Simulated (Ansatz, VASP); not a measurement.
## One calculation of SiNi3, two programs

The input INCAR:

```
SYSTEM = SiNi3
PREC = Accurate
ENCUT = 690
EDIFF = 1E-6
ISMEAR = -1
SIGMA = 0.05
LREAL = .False.
LASPH = .True.
NELM = 200
ALGO = Normal
ISIF = 2
LWAVE = .False.
LCHARG = .False.
ISPIN = 2
MAGMOM = 1 1 1 0
LORBIT = 11
LMAXMIX = 4
GGA = RE
NBANDS = 41
GGA_COMPAT = .False.
```

KPOINTS

```
Automatic mesh
0
Gamma
  4 4 4
  0 0 0
```

POSCAR

```
SiNi3
1.0
    3.5420000000      0.0000000000      0.0000000000
    0.0000000000      3.5420000000      0.0000000000
    0.0000000000      0.0000000000      3.5420000000
Ni Si
3 1
Direct
    0.5000000000      0.5000000000      0.0000000000
    0.5000000000      0.0000000000      0.5000000000
    0.0000000000      0.5000000000      0.5000000000
    0.0000000000      0.0000000000      0.0000000000
```

Contents of input.yaml:

```yaml
crystal:
  lattice:
    - [3.542, 0.0, 0.0]
    - [0.0, 3.542, 0.0]
    - [0.0, 0.0, 3.542]
  atoms:
    - { symbol: Ni, position: [0.5, 0.5, 0.0], spin: 1.0 }
    - { symbol: Ni, position: [0.5, 0.0, 0.5], spin: 1.0 }
    - { symbol: Ni, position: [0.0, 0.5, 0.5], spin: 1.0 }
    - { symbol: Si, position: [0.0, 0.0, 0.0] }
hamiltonian:
  xc: revpbe
  pseudopotentials: { kind: paw }
magnetization:
  spin_polarized: true
kpoints:
  mp_grid: { grid: [4, 4, 4] }
  band_path:
    path:
      - [[0.0, 0.0, 0.0], [0.0, 0.5, 0.0], [0.5, 0.5, 0.0], [0.0, 0.0, 0.0], [0.5, 0.5, 0.5], [0.0, 0.5, 0.0]]
      - [[0.5, 0.5, 0.0], [0.5, 0.5, 0.5]]
    npoints: 14
scf:
  occupations: { method: fermi_dirac, width: 0.05 }
  n_extra_bands: 10
output:
  forces: true
  stress: true
  eigenvalues: true
  fatbands: true
  write_density: true
  write_potential: true
  elf: true
  volumetric_format: npy
```

Alike in both runs: functional revPBE; k mesh 4 × 4 × 4; occupations fermi-dirac, width 0.05 eV; collinear spin.

|  | VASP | Ansatz |
| --- | --- | --- |
| version | VASP 6.6.1 | Ansatz 0.2.0 |
| potentials or method | VASP PAW PBE potentials, release 64 (Ni_sv_GW, Si) | Ansatz PAW |
| plane-wave cutoff (eV) | 690 | 420 |
| valence electrons in the cell | 58 | 58 |
| task | single point | band structure |

|  | VASP | Ansatz | Ansatz less VASP |
| --- | --- | --- | --- |
| gap on the k mesh at the Fermi level (eV) | none | none | - |
| pressure (GPa) | -3.5 | -2.6 | +0.89 |
| net moment per atom (μB) | 0.00 | 0.00 | 0.000 |

VASP's potentials were made for PBE, not for revPBE. A gap of «none» marks a metal or a gap that the smearing closes. With one functional, cell and mesh, what is left measures potentials, basis and numerics.

The k mesh is coarse, so the values compare programs but aren't converged.
